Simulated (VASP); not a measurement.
Here is a VASP 6.6.1 calculation.

Contents of INCAR:

```
SYSTEM = P
PREC = Accurate ; ENCUT = 520
EDIFF = 1E-6 ; ISMEAR = 0
SIGMA = 0.05 ; LREAL = .False.
LASPH = .True. ; NELM = 100
ALGO = Normal ; ISIF = 2
LWAVE = .False. ; LCHARG = .False.
GGA = PE ; IVDW = 12
NBANDS = 12
```

File KPOINTS:

```
regular mesh
0
Gamma
  18 18 18
  0 0 0
```

File POSCAR:

```
P
1.0
    1.5252321588      0.8805931974      2.4909933928
   -1.5252321588      0.8805931974      2.4909933928
    0.0000000000     -1.7611863950      2.4909933927
P
2
Direct
    0.2499281154      0.2499281154      0.2499281154
    0.7500718846      0.7500718846      0.7500718846
```

Potentials or basis: VASP PAW PBE potentials, release 64 (P).

Command:

```sh
$ cat potpaw_PBE.64/P/POTCAR > POTCAR
$ mpirun -np 1 vasp_std > vasp.out
```

**Question.** What does it give for the band gap on the k mesh?

**Answer.** Zero (bands 5 and 6 overlap by 5.56 eV).

**Question.** Estimate the largest force.

**Answer.** 0.009 eV/Å.

Forces on the atoms (eV/Å):
```
P    0.000  0.000  0.009
P    0.000  0.000 -0.009
```
